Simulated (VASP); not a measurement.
Set up this calculation in VASP 6.6.1, as the native input.

* Task: relaxation of cell and atoms
* Functional: r2SCAN
* Potentials or basis: VASP PAW PBE potentials, release 64 (Rb_sv, Br)
* Cutoff: 600 eV
* k mesh: 6 × 6 × 6
* Occupations: fermi-dirac, width 0.02 eV
* Spin: no spin polarisation
* Dipole correction: no
* Further INCAR settings: ALGO = Normal; EDIFF = 1e-07; IBRION = 2; EDIFFG = -0.005; NSW = 80; ISIF = 3

Crystal: RbBr.

```
Rb Br
1.0
     0.00000    3.89286    3.89286
     3.89286    0.00000    3.89286
     3.89286    3.89286    0.00000
Rb Br
1 1
Cartesian
  0.0000 0.0000 0.0000
  1.9464 1.9464 1.9464
```

These files were run (other wordings do the same):

POSCAR

```
RbBr
1.0
    0.0000000000      3.8928605788      3.8928605788
    3.8928605788      0.0000000000      3.8928605788
    3.8928605788      3.8928605788      0.0000000000
Rb Br
1 1
Direct
    0.0000000000      0.0000000000      0.0000000000
    0.2500000000      0.2500000000      0.2500000000
```

INCAR.step1

```
SYSTEM = RbBr
PREC = Accurate
ENCUT = 600
ISMEAR = -1
SIGMA = 0.02
LREAL = .FALSE.
LASPH = .TRUE.
NELM = 60
GGA = PE
ALGO = Normal
EDIFF = 1E-4
LWAVE = .TRUE.
LCHARG = .FALSE.
```

INCAR.step2

```
SYSTEM = RbBr
PREC = Accurate
ENCUT = 600
EDIFF = 1E-7
ISMEAR = -1
SIGMA = 0.02
LREAL = .FALSE.
LASPH = .TRUE.
NELM = 60
ALGO = Normal
ISIF = 3
LWAVE = .FALSE.
LCHARG = .FALSE.
METAGGA = R2SCAN
LMIXTAU = .TRUE.
IBRION = 2
NSW = 80
EDIFFG = -0.005
ISTART = 1
```

KPOINTS

```
Automatic mesh
0
G
  6 6 6
  0 0 0
```

Potentials or basis: VASP PAW PBE potentials, release 64 (Rb_sv, Br).

Run with:

```console
$ cat potpaw_PBE.64/Rb_sv/POTCAR potpaw_PBE.64/Br/POTCAR > POTCAR
$ cp INCAR.step1 INCAR
$ mpirun -np 1 vasp_std > vasp.out
$ cp INCAR.step2 INCAR
$ mpirun -np 1 vasp_std > vasp.out
```

Results of the run:

```
Relaxed volume                         : 58.06 Å³/atom
Relaxed cell                           : a = 5.476 Å, b = 5.476 Å, c = 5.476 Å, α = 60.00°, β = 60.00°, γ = 60.00°
Space group after relaxing (to 0.05 Å) : F-43m (No. 216)
Energy gained by relaxing              : 0.4 meV/atom
Ionic steps                            : 3
Pressure after relaxing                : 0.0 GPa
Band gap on the k mesh                 : 4.65 eV, indirect (least direct gap 4.73 eV)
```

Caveat: the PAW data sets were made with another functional, which shifts forces and pressure a little.

It took 10 min on 1 thread of AMD EPYC 9755 128-Core Processor, on a shared host, peak memory 0.32 GiB.
